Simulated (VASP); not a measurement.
# SrVO3 (Pm-3m) in VASP: a series of runs, part 2 of 2

VASP 6.6.1. Earlier steps stand in the parts before.

## (3) Single point, BLYP, collinear spin, ferromagnetic start

This run uses another cell than the first one, of 11.85 Å³/atom.

Input file INCAR:

```
SYSTEM = SrVO3
PREC = Accurate
ENCUT = 520
EDIFF = 1E-6
ISMEAR = -1
SIGMA = 0.05
LREAL = .FALSE.
LASPH = .TRUE.
NELM = 150
ALGO = Normal
ISIF = 2
LWAVE = .FALSE.
LCHARG = .FALSE.
ISPIN = 2
MAGMOM = 0 2 0 0 0
LORBIT = 11
LMAXMIX = 4
GGA = B5
ALDAX = 1.0
AGGAX = 1.0
AGGAC = 1.0
ALDAC = 0.0
NBANDS = 32
```

Input file KPOINTS:

```
regular mesh
0
G
  7 7 7
  0 0 0
```

Input file POSCAR:

```
SrVO3
1.0
    3.8981116573      0.0000000000      0.0000000000
    0.0000000000      3.8981116573      0.0000000000
    0.0000000000      0.0000000000      3.8981116573
Sr V O
1 1 3
Direct
    0.5000000000      0.5000000000      0.5000000000
    0.0000000000      0.0000000000      0.0000000000
    0.0000000000      0.0000000000      0.5000000000
    0.0000000000      0.5000000000      0.0000000000
    0.5000000000      0.0000000000      0.0000000000
```

Potentials or basis: VASP PAW PBE potentials, release 64 (Sr_sv, V_sv, O).

The run is started by

```bash
> cat potpaw_PBE.64/Sr_sv/POTCAR potpaw_PBE.64/V_sv/POTCAR potpaw_PBE.64/O/POTCAR > POTCAR
> mpirun -np 1 vasp_std > vasp.out
```

OUTCAR:

```text
SYSTEM = SrVO3
   PREC = Accurate
   ENCUT = 520
   EDIFF = 1E-6
   ISMEAR = -1
   LREAL = .FALSE.
   LASPH = .TRUE.
   NELM = 150
   ISIF = 2
   ISPIN = 2
   LORBIT = 11
   GGA = B5

 ion  position               nearest neighbor table
   1  0.500  0.500  0.500-   3 2.76   4 2.76   5 2.76   4 2.76   5 2.76   3 2.76   5 2.76   5 2.76
                             3 2.76   4 2.76   4 2.76   3 2.76   2 3.38   2 3.38   2 3.38   2 3.38
   2  0.000  0.000  0.000-   3 1.95   4 1.95   5 1.95   3 1.95   4 1.95   5 1.95   1 3.38   1 3.38
                             1 3.38   1 3.38   1 3.38   1 3.38   1 3.38   1 3.38
   3  0.000  0.000  0.500-   2 1.95   2 1.95   1 2.76   1 2.76   1 2.76   1 2.76
   4  0.000  0.500  0.000-   2 1.95   2 1.95   1 2.76   1 2.76   1 2.76   1 2.76
   5  0.500  0.000  0.000-   2 1.95   2 1.95   1 2.76   1 2.76   1 2.76   1 2.76

  LATTYP: Found a simple cubic cell.
 ALAT       =     3.8981116573

  Lattice vectors:

 A1 = (   3.8981116573,   0.0000000000,   0.0000000000)
 A2 = (   0.0000000000,   3.8981116573,   0.0000000000)
 A3 = (   0.0000000000,   0.0000000000,   3.8981116573)

Analysis of symmetry for initial positions (statically):
=====================================================================
 Subroutine PRICEL returns:
 Original cell was already a primitive cell.

 Routine SETGRP: Setting up the symmetry group for a
 simple cubic supercell.

 Subroutine GETGRP returns: Found 48 space group operations
 (whereof 48 operations were pure point group operations)
 out of a pool of 48 trial point group operations.

The static configuration has the point symmetry O_h .

Analysis of symmetry for dynamics (positions and initial velocities):
=====================================================================
 Subroutine PRICEL returns:
 Original cell was already a primitive cell.

 Routine SETGRP: Setting up the symmetry group for a
 simple cubic supercell.

 Subroutine GETGRP returns: Found 48 space group operations
 (whereof 48 operations were pure point group operations)
 out of a pool of 48 trial point group operations.

The dynamic configuration has the point symmetry O_h .

Analysis of structural, dynamic, and magnetic symmetry:
=====================================================================
 Subroutine PRICEL returns:
 Original cell was already a primitive cell.

 Routine SETGRP: Setting up the symmetry group for a
 simple cubic supercell.

 Subroutine GETGRP returns: Found 48 space group operations
 (whereof 48 operations were pure point group operations)
 out of a pool of 48 trial point group operations.

The overall configuration has the point symmetry O_h .

 Subroutine INISYM returns: Found 48 space group operations
 (whereof 48 operations are pure point group operations),
 and found     1 'primitive' translations

----------------------------------------------------------------------------------------

                                     Primitive cell

  volume of cell :      59.2329

  direct lattice vectors                    reciprocal lattice vectors
     3.898111657  0.000000000  0.000000000     0.256534468  0.000000000  0.000000000
     0.000000000  3.898111657  0.000000000     0.000000000  0.256534468  0.000000000
     0.000000000  0.000000000  3.898111657     0.000000000  0.000000000  0.256534468

[... 87 lines left out ...]
   NSW    =      0    number of steps for IOM
   IBRION =     -1    ionic relax: 0-MD 1-quasi-New 2-CG
   NFREE  =      0    steps in history (QN), initial steepest desc. (CG)
   ISIF   =      2    stress and relaxation
   ISYM   =      2    0-nonsym 1-usesym 2-fastsym
   POTIM  = 0.5000    time-step for ionic-motion
   TEBEG  =    0.0;   TEEND  =   0.0 temperature during run
   PSTRESS=    0.0 pullay stress
   NELECT =      41.0000    total number of electrons
   NUPDOWN=      -1.0000    fix difference up-down
   EMIN   =  10.00;   EMAX   =-10.00  energy-range for DOS
   EFERMI =   0.00;   METHOD = LEGACY
   ISMEAR =    -1;   SIGMA  =   0.05  broadening in eV -4-tet -1-fermi 0-gaus
   EFERMI_NEDOS =   21; number of points for ismear=-14 and -15
   IALGO  =     38    algorithm
   IMIX   =      4    mixing-type and parameters
     AMIX     =   0.40;   BMIX     =  1.00
     AMIX_MAG =   1.60;   BMIX_MAG =  1.00
  volume/ion in A,a.u.               =      11.85        79.94
  Fermi-wavevector in a.u.,A,eV,Ry     =   1.448155  2.736617 28.533514  2.097154
  Thomas-Fermi vector in A             =   2.566029
   LORBIT       =     11    0 simple, 1 ext, 2 COOP (PROOUT), +10 PAW based schemes
   GGA     = B5    functional components
   LHFCALC =     F    Hartree Fock is set to
   AEXX    =    0.0000 exact exchange contribution
   IVDW    =     0    specifies the selected vdW correction
   LEPSILON=     F    determine dielectric tensor
   LRPA    =     F    only Hartree local field effects (RPA)
 spin polarized calculation
  energy-cutoff  :      520.00
  volume of cell :       59.23
 maximum number of plane-waves:      1608
 NGX is ok and might be reduce to    30
   NGX = 15   NGY = 15   NGZ = 15

 number of electron      41.0000018 magnetization       0.1833442

 number of electron      41.0000018 magnetization      -0.0015387

 Free energy of the ion-electron system (eV)
  ---------------------------------------------------
  ext. energy  EPLUGINS =         0.00000000
  ---------------------------------------------------
  free energy    TOTEN  =       -37.40561445 eV

  energy without entropy =      -37.39340685  energy(sigma->0) =      -37.39951065

 E-fermi :   6.0562     XC(G=0): -10.8432

 val. band max:        6.0210216366   @ k =   0.4286   0.1429   0.1429
 cond. band min:       6.3956648141   @ k =   0.2857   0.2857   0.0000
 fundamental gap:      0.3746431775
 Fermi energy:         6.0562434433

 spin component 1

 k-point     1 :       0.0000    0.0000    0.0000
  band No.  band energies     occupation
      1     -59.4941      1.00000
      2     -33.4680      1.00000
      3     -33.4680      1.00000
      4     -33.4680      1.00000
      5     -28.4787      1.00000
      6     -13.2085      1.00000
[... 689 lines left out ...]
     31      15.0197      0.00000
     32      18.7418      0.00000
 Fermi energy:         6.0562434433

 spin component 2

 k-point     1 :       0.0000    0.0000    0.0000
  band No.  band energies     occupation
      1     -59.4957      1.00000
      2     -33.4696      1.00000
      3     -33.4696      1.00000
      4     -33.4696      1.00000
      5     -28.4787      1.00000
      6     -13.2085      1.00000
[... 689 lines left out ...]
     31      15.0196      0.00000
     32      18.7418      0.00000

------------------------ aborting loop because EDIFF is reached ----------------------------------------

  FORCE on cell =-STRESS in cart. coord.  units (eV):
  Direction    XX          YY          ZZ          XY          YZ          ZX
  --------------------------------------------------------------------------------------
  -------------------------------------------------------------------------------------
  Total        0.3053226      0.3053226      0.3053226     -0.0000000     -0.0000000     -0.0000000
  in kB        8.2586063      8.2586063      8.2586063     -0.0000000     -0.0000000     -0.0000000
  external PRESSURE =       8.2586063 kB  Pullay stress =       0.0000000 kB

 VOLUME and BASIS-vectors are now :
 -----------------------------------------------------------------------------
  energy-cutoff  :      520.00
  volume of cell :       59.23
      direct lattice vectors                 reciprocal lattice vectors
     3.898111657  0.000000000  0.000000000     0.256534468  0.000000000  0.000000000
     0.000000000  3.898111657  0.000000000     0.000000000  0.256534468  0.000000000
     0.000000000  0.000000000  3.898111657     0.000000000  0.000000000  0.256534468

 POSITION                                       TOTAL-FORCE (eV/Angst)
 -----------------------------------------------------------------------------------
      1.94906      1.94906      1.94906         0.000000      0.000000      0.000000
      0.00000      0.00000      0.00000         0.000000      0.000000      0.000000
      0.00000      0.00000      1.94906         0.000000      0.000000      0.000000
      0.00000      1.94906      0.00000         0.000000      0.000000      0.000000
      1.94906      0.00000      0.00000         0.000000      0.000000      0.000000
 -----------------------------------------------------------------------------------
    total drift:                                0.000000     -0.000000      0.000000

  FREE ENERGIE OF THE ION-ELECTRON SYSTEM (eV)
  ---------------------------------------------------
  free  energy   TOTEN  =       -37.4056144467 eV

  energy  without entropy=      -37.3934068474  energy(sigma->0) =      -37.39951065

 total charge

# of ion       s       p       d       tot
------------------------------------------
    1        1.996   5.812   0.199   8.007
    2        2.265   6.312   2.905  11.482
    3        1.556   3.478   0.000   5.034
    4        1.556   3.478   0.000   5.034
    5        1.556   3.478   0.000   5.034
--------------------------------------------------
tot          8.930  22.557   3.104  34.590

 magnetization (x)

# of ion       s       p       d       tot
------------------------------------------
    1        0.000   0.000  -0.000   0.000
    2       -0.000  -0.000  -0.001  -0.001
    3        0.000   0.000   0.000   0.000
    4        0.000   0.000   0.000   0.000
    5        0.000   0.000   0.000   0.000
--------------------------------------------------
tot         -0.000   0.000  -0.001  -0.001
```

Wall time 3.2 min (1 thread of Intel Xeon 8259CL, shared host); peak memory 0.23 GiB.

What came out:

| Item | Value |
| --- | --- |
| Free energy | -37.4056 eV |
| Pressure | 0.8 GPa |
| Net moment | 0.00 μB per cell |
| Valence electrons inside the program's atomic spheres | Sr 8.01; V 11.48; O 5.03 |

Caveat: the PAW data sets were made with another functional, which shifts forces and pressure a little; semilocal functionals often make such compounds metallic where correlation or magnetic order opens a gap, which also shifts bond lengths. With open d or f shells a metallic result of BLYP can be an artefact of self-interaction; +U or a hybrid may open a gap.

## (4) Relaxation of cell and atoms, PBEsol, collinear spin, ferromagnetic start

This run uses another cell than the first one, of 11.33 Å³/atom.

Input file INCAR:

```
SYSTEM = SrVO3
PREC = Accurate ; ENCUT = 600
EDIFF = 1E-6 ; ISMEAR = -1
SIGMA = 0.05 ; LREAL = .FALSE.
LASPH = .TRUE. ; NELM = 150
ALGO = Normal ; ISIF = 3
LWAVE = .FALSE. ; LCHARG = .FALSE.
ISPIN = 2 ; MAGMOM = 0 2 0 0 0
LORBIT = 11 ; LMAXMIX = 4
GGA = PS ; IBRION = 2
NSW = 60 ; EDIFFG = -0.01
```

KPOINTS is that of step 3.

Changes to POSCAR since step 3:

```diff
@@ -2,5 +2,5 @@
 1.0
-    3.8981116573      0.0000000000      0.0000000000
-    0.0000000000      3.8981116573      0.0000000000
-    0.0000000000      0.0000000000      3.8981116573
+    3.8409000000      0.0000000000      0.0000000000
+    0.0000000000      3.8409000000      0.0000000000
+    0.0000000000      0.0000000000      3.8409000000
 Sr V O
```

The run is started by

```bash
> cat potpaw_PBE.64/Sr_sv/POTCAR potpaw_PBE.64/V_sv/POTCAR potpaw_PBE.64/O/POTCAR > POTCAR
> mpirun -np 1 vasp_std > vasp.out
```

Run time: 3.8 min. Hardware: 1 thread of Intel Xeon 8259CL, shared host; peak memory 0.25 GiB.

The run converged. Its results:

```
Free energy                                           : -41.4239 eV
Relaxed volume                                        : 11.09 Å³/atom
Relaxed cell                                          : a = 3.813 Å, b = 3.813 Å, c = 3.813 Å, α = 90.00°, β = 90.00°, γ = 90.00°
Space group after relaxing (to 0.1 Å)                 : Pm-3m (No. 221)
Energy gained by relaxing                             : 3.2 meV/atom
Ionic steps                                           : 3
Pressure after relaxing                               : 0.0 GPa
Net moment                                            : 0.00 μB per cell
Valence electrons inside the program's atomic spheres : Sr 8.00; V 11.67; O 5.03
```

The path:
```
step  energy change (eV)  largest force (eV/Å)  pressure (GPa)  volume (Å³)
   1              0.0000                0.0000           -4.07        56.66
   2             -0.0013                0.0000            4.26        54.33
   3             -0.0158                0.0000            0.00        55.45
```

Final structure:
```xyz
5
Lattice="3.8133 0.0000 0.0000 0.0000 3.8133 0.0000 0.0000 0.0000 3.8133" Properties=species:S:1:pos:R:3 pbc="T T T"
Sr    1.9067    1.9067    1.9067
V     0.0000    0.0000    0.0000
O     0.0000    0.0000    1.9067
O     0.0000    1.9067    0.0000
O     1.9067    0.0000    0.0000
```

Levels at points of the mesh, in eV from the Fermi level:
Spin up:
| k point | band 18 | band 19 | band 20 | band 21 | band 22 | band 23 |
| --- | --- | --- | --- | --- | --- | --- |
| (0.00, 0.00, 0.00) | -2.36 | -2.36 | -2.36 | -0.91 | -0.91 | -0.91 |
Spin down:
```csv
k point,band 16,band 17,band 18,band 19,band 20,band 21,band 22,band 23,band 24,band 25
"(0.00, 0.00, 0.00)",-3.26,-3.26,-2.36,-2.36,-2.36,-0.91,-0.91,-0.91,1.46,1.46
```

Caveat: the PAW data sets were made with another functional, which shifts forces and pressure a little; semilocal functionals often make such compounds metallic where correlation or magnetic order opens a gap, which also shifts bond lengths. With open d or f shells a metallic result of PBEsol can be an artefact of self-interaction; +U or a hybrid may open a gap.

## (5) Summary

```csv
task,level,cell,cutoff (eV),gap on the mesh (eV),pressure (GPa),moment (μB)
single point,PBEsol,"a = 3.809 Å, 5 atoms",520,none,0.9,0.00
single point,BLYP,"a = 3.898 Å, 5 atoms",520,none,0.8,0.00
relaxation of cell and atoms,PBEsol,"relaxed from a = 3.841 Å, 5 atoms",600,none,0.0,0.00
```

Alike in all rows: potentials or basis VASP PAW PBE potentials, release 64 (Sr_sv, V_sv, O); spin collinear, ferromagnetic start; k mesh 7 × 7 × 7; smearing fermi-dirac 0.05 eV.

Caveats: the PAW data sets were made with another functional, which shifts forces and pressure a little; semilocal functionals often make such compounds metallic where correlation or magnetic order opens a gap, which also shifts bond lengths.

Absolute energies hang on the potentials; compare differences alone.
